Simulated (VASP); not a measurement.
# As (Fm-3m) in VASP: further runs, part 2 of 2

VASP 6.6.1. Earlier steps stand in the parts before.

## (3) Single point, PBE (volume scaled by 0.5)

Input file INCAR:

```
SYSTEM = As
ALGO     = Normal         ! electronic algorithm
EDIFF    = 1E-7           ! SCF threshold, eV
ENCUT    = 520            ! plane-wave cutoff, eV
GGA      = PE             ! functional
ISIF     = 2              ! what is computed and relaxed
ISMEAR   = -1             ! smearing method
LASPH    = .TRUE.         ! aspherical terms in the spheres
LCHARG   = .TRUE.         ! write CHGCAR
LELF     = .TRUE.         ! ELF
LREAL    = .FALSE.        ! projectors in reciprocal space
LVHAR    = .TRUE.       
LWAVE    = .FALSE.        ! write WAVECAR
NBANDS   = 8              ! bands
NELM     = 60             ! most SCF steps
PREC     = Accurate       ! precision mode
SIGMA    = 0.05           ! smearing width, eV
```

Input file KPOINTS:

```
k-points
0
G
  15 15 15
  0 0 0
```

Input file POSCAR:

```
As
1.0
    0.0000000000      1.6906968528      1.6906968528
    1.6906968528      0.0000000000      1.6906968528
    1.6906968528      1.6906968528      0.0000000000
As
1
Direct
    0.0000000000      0.0000000000      0.0000000000
```

Potentials or basis: VASP PAW PBE potentials, release 64 (As).

Launch:

```
$ cat potpaw_PBE.64/As/POTCAR > POTCAR
$ mpirun -np 1 vasp_std > vasp.out
```

OUTCAR:

```text
SYSTEM = As
   EDIFF = 1E-7
   ENCUT = 520
   GGA = PE
   ISIF = 2
   ISMEAR = -1
   LASPH = .TRUE.
   LREAL = .FALSE.
   NELM = 60
   PREC = Accurate

 ion  position               nearest neighbor table
   1  0.000  0.000  0.000-

  LATTYP: Found a face centered cubic cell.
 ALAT       =     3.3813937056

  Lattice vectors:

 A1 = (   0.0000000000,   1.6906968528,   1.6906968528)
 A2 = (   1.6906968528,   0.0000000000,   1.6906968528)
 A3 = (   1.6906968528,   1.6906968528,   0.0000000000)

Analysis of symmetry for initial positions (statically):
=====================================================================
 Subroutine PRICEL returns:
 Original cell was already a primitive cell.

 Routine SETGRP: Setting up the symmetry group for a
 face centered cubic supercell.

 Subroutine GETGRP returns: Found 48 space group operations
 (whereof 48 operations were pure point group operations)
 out of a pool of 48 trial point group operations.

The static configuration has the point symmetry O_h .

Analysis of symmetry for dynamics (positions and initial velocities):
=====================================================================
 Subroutine PRICEL returns:
 Original cell was already a primitive cell.

 Routine SETGRP: Setting up the symmetry group for a
 face centered cubic supercell.

 Subroutine GETGRP returns: Found 48 space group operations
 (whereof 48 operations were pure point group operations)
 out of a pool of 48 trial point group operations.

The dynamic configuration has the point symmetry O_h .

 Subroutine INISYM returns: Found 48 space group operations
 (whereof 48 operations are pure point group operations),
 and found     1 'primitive' translations

----------------------------------------------------------------------------------------

                                     Primitive cell

  volume of cell :       9.6656

  direct lattice vectors                    reciprocal lattice vectors
     0.000000000  1.690696853  1.690696853    -0.295736045  0.295736045  0.295736045
     1.690696853  0.000000000  1.690696853     0.295736045 -0.295736045  0.295736045
     1.690696853  1.690696853  0.000000000     0.295736045  0.295736045 -0.295736045

  length of vectors
     2.391006419  2.391006419  2.391006419     0.512229855  0.512229855  0.512229855

  position of ions in fractional coordinates (direct lattice)
     0.000000000  0.000000000  0.000000000

  ion indices of the primitive-cell ions
   primitive index   ion index
                 1           1

----------------------------------------------------------------------------------------

 KPOINTS: k-points

Automatic generation of k-mesh.
 Grid dimensions read from file:
 generate k-points for:   15   15   15

 Generating k-lattice:

  Cartesian coordinates                     Fractional coordinates (reciprocal lattice)
    -0.019715736  0.019715736  0.019715736     0.066666667  0.000000000  0.000000000
     0.019715736 -0.019715736  0.019715736     0.000000000  0.066666667  0.000000000
     0.019715736  0.019715736 -0.019715736     0.000000000  0.000000000  0.066666667

  Length of vectors
     0.034148657  0.034148657  0.034148657

  Shift w.r.t. Gamma in fractional coordinates (k-lattice)
     0.000000000  0.000000000  0.000000000

 Subroutine IBZKPT returns following result:
 ===========================================

 Found    120 irreducible k-points:

 Following reciprocal coordinates:
            Coordinates               Weight
  0.000000  0.000000  0.000000      1.000000
  0.066667  0.000000  0.000000      8.000000
  0.133333  0.000000  0.000000      8.000000
  0.200000  0.000000  0.000000      8.000000
  0.266667  0.000000  0.000000      8.000000
  0.333333  0.000000  0.000000      8.000000
[... 16 lines left out ...]
  0.133333  0.133333  0.000000      6.000000
  0.200000  0.133333  0.000000     24.000000
 [... further k-points ...]
   k-points           NKPTS =    120   k-points in BZ     NKDIM =    120   number of bands    NBANDS=      8
   number of dos      NEDOS =    301   number of ions     NIONS =      1
   total plane-waves  NPLWV =   5832
   dimension x,y,z NGX =    18 NGY =   18 NGZ =   18
   dimension x,y,z NGXF=    36 NGYF=   36 NGZF=   36
   ions per type =               1
   NGX,Y,Z   is equivalent  to a cutoff of  12.52, 12.52, 12.52 a.u.
   NGXF,Y,Z  is equivalent  to a cutoff of  25.03, 25.03, 25.03 a.u.
 SYSTEM =  As
   PREC   = accura    normal or accurate (medium, high low for compatibility)
   ISTART =      0    job   : 0-new  1-cont  2-samecut
   ICHARG =      2    charge: 1-file 2-atom 10-const
   ISPIN  =      1    spin polarized calculation?
   LNONCOLLINEAR =      F non collinear calculations
   LSORBIT =      F    spin-orbit coupling
   LASPH  =      T    aspherical Exc in radial PAW
   ENCUT  =  520.0 eV  38.22 Ry    6.18 a.u.   4.45  4.45  4.45*2*pi/ulx,y,z
   NELM   =     60;   NELMIN=  2; NELMDL= -5     # of ELM steps
   EDIFF  = 0.1E-06   stopping-criterion for ELM
   LREAL  =      F    real-space projection
   EDIFFG = 0.1E-05   stopping-criterion for IOM
   NSW    =      0    number of steps for IOM
   IBRION =     -1    ionic relax: 0-MD 1-quasi-New 2-CG
   NFREE  =      0    steps in history (QN), initial steepest desc. (CG)
   ISIF   =      2    stress and relaxation
   ISYM   =      2    0-nonsym 1-usesym 2-fastsym
   POTIM  = 0.5000    time-step for ionic-motion
   TEBEG  =    0.0;   TEEND  =   0.0 temperature during run
   PSTRESS=    0.0 pullay stress
   NELECT =       5.0000    total number of electrons
   NUPDOWN=      -1.0000    fix difference up-down
   EMIN   =  10.00;   EMAX   =-10.00  energy-range for DOS
   EFERMI =   0.00;   METHOD = LEGACY
   ISMEAR =    -1;   SIGMA  =   0.05  broadening in eV -4-tet -1-fermi 0-gaus
   EFERMI_NEDOS =   21; number of points for ismear=-14 and -15
   IALGO  =     38    algorithm
   IMIX   =      4    mixing-type and parameters
     AMIX     =   0.40;   BMIX     =  1.00
     AMIX_MAG =   1.60;   BMIX_MAG =  1.00
  volume/ion in A,a.u.               =       9.67        65.23
  Fermi-wavevector in a.u.,A,eV,Ry     =   1.314183  2.483445 23.498299  1.727076
  Thomas-Fermi vector in A             =   2.444453
   LORBIT       =      0    0 simple, 1 ext, 2 COOP (PROOUT), +10 PAW based schemes
   GGA     = PE    functional components
   LHFCALC =     F    Hartree Fock is set to
   AEXX    =    0.0000 exact exchange contribution
   IVDW    =     0    specifies the selected vdW correction
   LEPSILON=     F    determine dielectric tensor
   LRPA    =     F    only Hartree local field effects (RPA)
 non-spin polarized calculation
  energy-cutoff  :      520.00
  volume of cell :        9.67
 maximum number of plane-waves:       274
 NGX is ok and might be reduce to    18
   NGX =  9   NGY =  9   NGZ =  9

 number of electron       5.0000001 magnetization

 Free energy of the ion-electron system (eV)
  ---------------------------------------------------
  ext. energy  EPLUGINS =         0.00000000
  ---------------------------------------------------
  free energy    TOTEN  =        -0.06810087 eV

  energy without entropy =       -0.06444239  energy(sigma->0) =       -0.06627163

 E-fermi :  16.9519     XC(G=0): -14.0014

 val. band max:       16.8126763977   @ k =  -0.4000   0.2000   0.0000
 cond. band min:      16.9567773269   @ k =  -0.4667   0.4000   0.0667
 fundamental gap:      0.1441009291
 Fermi energy:        16.9518982863

 k-point     1 :       0.0000    0.0000    0.0000
  band No.  band energies     occupation
      1      -6.8328      2.00000
      2      30.2483      0.00000
      3      30.2483      0.00000
      4      30.2483      0.00000
      5      32.6739      0.00000
      6      32.6739      0.00000
      7      32.6739      0.00000
      8      33.2795      0.00000

 k-point     2 :       0.0667    0.0000    0.0000
  band No.  band energies     occupation
      1      -6.6534      2.00000
      2      27.2878      0.00000
      3      29.5361      0.00000
      4      29.5361      0.00000
      5      32.1229      0.00000
      6      33.6348      0.00000
      7      33.6348      0.00000
      8      36.5740      0.00000
[... 221 lines left out ...]
 k-point    23 :       0.1333    0.1333    0.0000
  band No.  band energies     occupation
      1      -5.8748      2.00000
      2      25.3785      0.00000
      3      25.3785      0.00000
      4      27.6717      0.00000
      5      28.1492      0.00000
      6      33.0871      0.00000
      7      38.7434      0.00000
      8      38.7434      0.00000

 k-point    24 :       0.2000    0.1333    0.0000
  band No.  band energies     occupation
      1      -5.2146      2.00000
      2      22.0838      0.00000
      3      24.2431      0.00000
      4      26.9764      0.00000
      5      28.7109      0.00000
      6      31.0433      0.00000
      7      39.0352      0.00000
      8      40.4457      0.00000

 [... further k-points ...]
[... 5 lines left out ...]
  --------------------------------------------------------------------------------------
  -------------------------------------------------------------------------------------
  Total       15.1853314     15.1853314     15.1853314     -0.0000000     -0.0000000     -0.0000000
  in kB     2517.1414923   2517.1414923   2517.1414923     -0.0000000     -0.0000000     -0.0000000
  external PRESSURE =    2517.1414923 kB  Pullay stress =       0.0000000 kB

 VOLUME and BASIS-vectors are now :
 -----------------------------------------------------------------------------
  energy-cutoff  :      520.00
  volume of cell :        9.67
      direct lattice vectors                 reciprocal lattice vectors
     0.000000000  1.690696853  1.690696853    -0.295736045  0.295736045  0.295736045
     1.690696853  0.000000000  1.690696853     0.295736045 -0.295736045  0.295736045
     1.690696853  1.690696853  0.000000000     0.295736045  0.295736045 -0.295736045

 POSITION                                       TOTAL-FORCE (eV/Angst)
 -----------------------------------------------------------------------------------
      0.00000      0.00000      0.00000         0.000000      0.000000      0.000000
 -----------------------------------------------------------------------------------
    total drift:                                0.000000     -0.000000     -0.000000

  FREE ENERGIE OF THE ION-ELECTRON SYSTEM (eV)
  ---------------------------------------------------
  free  energy   TOTEN  =        -0.0681008733 eV

  energy  without entropy=       -0.0644423910  energy(sigma->0) =       -0.06627163
```

Wall time 7.4 s (1 thread of Intel Xeon Platinum 8259CL at 2.50GHz (Skylake/Cascade Lake), shared host); peak memory 0.12 GiB.

What came out:

```
Free energy : -0.0681 eV
Pressure    : 251.7 GPa
```

Levels at points of the mesh, in eV from the Fermi level:
```
           k point  band 1  band 2  band 3  band 4  band 5  band 6  band 7
(0.00, 0.00, 0.00)  -23.78   13.30   13.30   13.30   15.72   15.72   15.72
```

## (4) Single point, PBE (volume scaled by 0.58)

Input file INCAR:

```
  PREC = Accurate
  ENCUT = 520
  EDIFF = 1E-6
  ISMEAR = -1
  SIGMA = 0.05
  LREAL = False
  LASPH = True
  NELM = 60
  ALGO = Normal
  ISIF = 2
  LWAVE = False
  LCHARG = True
  GGA = PE
  LELF = True
  LVHAR = True
  NBANDS = 8
```

Input file KPOINTS:

```
Automatic mesh
0
Gamma
  15 15 15
```

Input file POSCAR:

```
As
1.0
    0.0000000000      1.7764448963      1.7764448963
    1.7764448963      0.0000000000      1.7764448963
    1.7764448963      1.7764448963      0.0000000000
As
1
Direct
    0.0000000000      0.0000000000      0.0000000000
```

Launch:

```
$ cat potpaw_PBE.64/As/POTCAR > POTCAR
$ mpirun -np 1 vasp_std > vasp.out
```

Wall time 7.4 s (1 thread of Intel Xeon Platinum 8259CL at 2.50GHz (Skylake/Cascade Lake), shared host); peak memory 0.12 GiB.

Results (log left out):

```
Free energy : -1.9220 eV
Pressure    : 143.0 GPa
```

Levels at points of the mesh, in eV from the Fermi level:
```
           k point  band 1  band 2  band 3  band 4  band 5  band 6
(0.00, 0.00, 0.00)  -21.41   11.29   11.29   11.29   14.85   14.85
```

## (5) Single point, PBE (volume scaled by 0.58)

Input file INCAR:

```
SYSTEM = As
PREC     = Accurate       ! precision mode
ENCUT    = 520            ! plane-wave cutoff, eV
EDIFF    = 1E-6           ! SCF threshold, eV
ISMEAR   = -1             ! smearing method
SIGMA    = 0.05           ! smearing width, eV
LREAL    = .False.        ! projectors in reciprocal space
LASPH    = .True.         ! aspherical terms in the spheres
NELM     = 100            ! most SCF steps
ALGO     = Normal         ! electronic algorithm
ISIF     = 2              ! what is computed and relaxed
LWAVE    = .False.        ! write WAVECAR
LCHARG   = .False.        ! write CHGCAR
GGA      = PE             ! functional
NBANDS   = 8              ! bands
```

Input file KPOINTS:

```
regular mesh
0
Gamma
  15 15 15
  0 0 0
```

POSCAR is that of step 4.

Potentials or basis: VASP PAW PBE potentials, release 64 (As).

Launch:

```
$ cat potpaw_PBE.64/As/POTCAR > POTCAR
$ mpirun -np 1 vasp_std > vasp.out
```

OUTCAR:

```text
SYSTEM = As
   PREC = Accurate
   ENCUT = 520
   EDIFF = 1E-6
   ISMEAR = -1
   LREAL = .False.
   LASPH = .True.
   NELM = 100
   ISIF = 2
   GGA = PE

 ion  position               nearest neighbor table
   1  0.000  0.000  0.000-

  LATTYP: Found a face centered cubic cell.
 ALAT       =     3.5528897926

  Lattice vectors:

 A1 = (   0.0000000000,   1.7764448963,   1.7764448963)
 A2 = (   1.7764448963,   0.0000000000,   1.7764448963)
 A3 = (   1.7764448963,   1.7764448963,   0.0000000000)

Analysis of symmetry for initial positions (statically):
[... 434 lines left out ...]
      3      20.5687      0.00000
      4      22.7046      0.00000
      5      24.9539      0.00000
      6      27.7437      0.00000
      7      34.4482      0.00000
      8      35.3510      0.00000

 [... further k-points ...]
[... 5 lines left out ...]
  --------------------------------------------------------------------------------------
  -------------------------------------------------------------------------------------
  Total       10.0061715     10.0061715     10.0061715      0.0000000      0.0000000     -0.0000000
  in kB     1429.8593099   1429.8593099   1429.8593099      0.0000000      0.0000000     -0.0000000
  external PRESSURE =    1429.8593099 kB  Pullay stress =       0.0000000 kB

 VOLUME and BASIS-vectors are now :
 -----------------------------------------------------------------------------
  energy-cutoff  :      520.00
  volume of cell :       11.21
      direct lattice vectors                 reciprocal lattice vectors
     0.000000000  1.776444896  1.776444896    -0.281461024  0.281461024  0.281461024
     1.776444896  0.000000000  1.776444896     0.281461024 -0.281461024  0.281461024
     1.776444896  1.776444896  0.000000000     0.281461024  0.281461024 -0.281461024

 POSITION                                       TOTAL-FORCE (eV/Angst)
 -----------------------------------------------------------------------------------
      0.00000      0.00000      0.00000         0.000000      0.000000     -0.000000
 -----------------------------------------------------------------------------------
    total drift:                                0.000000      0.000000     -0.000000

  FREE ENERGIE OF THE ION-ELECTRON SYSTEM (eV)
  ---------------------------------------------------
  free  energy   TOTEN  =        -1.9219618665 eV

  energy  without entropy=       -1.9190773973  energy(sigma->0) =       -1.92051963
```

Wall time 6.9 s (1 thread of Intel Xeon Platinum 8259CL at 2.50GHz (Skylake/Cascade Lake), shared host); peak memory 0.13 GiB.

Results:

```yaml
Free_energy: -1.9220 eV
Pressure: 143.0 GPa
```

Levels at points of the mesh, in eV from the Fermi level:
```
           k point  band 1  band 2  band 3  band 4  band 5
(0.00, 0.00, 0.00)  -21.41   11.29   11.29   11.29   14.85
```
